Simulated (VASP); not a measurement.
Wanted: the native input for a VASP 6.6.1 run.

```
Task                   : single point
Functional             : r2SCAN
Potentials or basis    : VASP PAW PBE potentials, release 64 (Rh_pv)
Cutoff                 : 520 eV
k mesh                 : 20 × 20 × 20
Occupations            : fermi-dirac, width 0.05 eV
Spin                   : collinear spin, ferromagnetic start
Starting moments       : [1.0] μB
Dipole correction      : no
Further INCAR settings : ALGO = Normal; EDIFF = 1e-07; NBANDS = 18
```

Crystal: Rh.

```
CELL_PARAMETERS angstrom
2.51248 0.00000 0.00000
0.00000 2.51248 0.00000
0.00000 0.00000 2.51248
ATOMIC_POSITIONS crystal
Rh 0.00000 0.00000 0.00000
```

One way to write it, as run:

POSCAR

```
Rh
1.0
    2.5124836359      0.0000000000      0.0000000000
    0.0000000000      2.5124836359      0.0000000000
    0.0000000000      0.0000000000      2.5124836359
Rh
1
Direct
    0.0000000000      0.0000000000      0.0000000000
```

INCAR.step1

```
PREC     = Accurate       # precision mode
ENCUT    = 520            # plane-wave cutoff, eV
ISMEAR   = -1             # smearing method
SIGMA    = 0.05           # smearing width, eV
LREAL    = False          # projectors in reciprocal space
LASPH    = True           # aspherical terms in the spheres
NELM     = 150            # most SCF steps
ISPIN    = 2              # spin polarisation
MAGMOM   = 1              # initial moments
LMAXMIX  = 4              # l up to which the mixer works
NBANDS   = 18             # bands
GGA      = PE             # functional
ALGO     = Normal         # electronic algorithm
EDIFF    = 1E-4           # SCF threshold, eV
LWAVE    = True           # write WAVECAR
LCHARG   = False          # write CHGCAR
```

INCAR.step2

```
PREC     = Accurate       # precision mode
ENCUT    = 520            # plane-wave cutoff, eV
EDIFF    = 1E-7           # SCF threshold, eV
ISMEAR   = -1             # smearing method
SIGMA    = 0.05           # smearing width, eV
LREAL    = False          # projectors in reciprocal space
LASPH    = True           # aspherical terms in the spheres
NELM     = 150            # most SCF steps
ALGO     = Normal         # electronic algorithm
ISIF     = 2              # what is computed and relaxed
LWAVE    = False          # write WAVECAR
LCHARG   = True           # write CHGCAR
ISPIN    = 2              # spin polarisation
MAGMOM   = 1              # initial moments
LORBIT   = 11             # projections on sites
LMAXMIX  = 4              # l up to which the mixer works
METAGGA  = R2SCAN         # meta-GGA
LMIXTAU  = True         
LELF     = True           # ELF
LVHAR    = True         
NBANDS   = 18             # bands
ISTART   = 1
```

KPOINTS

```
Automatic mesh
0
Gamma
  20 20 20
```

Potentials or basis: VASP PAW PBE potentials, release 64 (Rh_pv).

The run is started by

```sh
$ cat potpaw_PBE.64/Rh_pv/POTCAR > POTCAR
$ cp INCAR.step1 INCAR
$ mpirun -np 1 vasp_std > vasp.out
$ cp INCAR.step2 INCAR
$ mpirun -np 1 vasp_std > vasp.out
```

Results of the run:

* Pressure: 0.9 GPa
* Net moment: 0.00 μB per cell
* Valence electrons inside the program's atomic spheres: Rh 13.86

Caveat: the PAW data sets were made with another functional, which shifts forces and pressure a little.

Run time: 4.2 min on 1 thread of AMD EPYC 9R45 96-Core Processor (Zen 5) (shared host), peak memory 0.2 GiB.
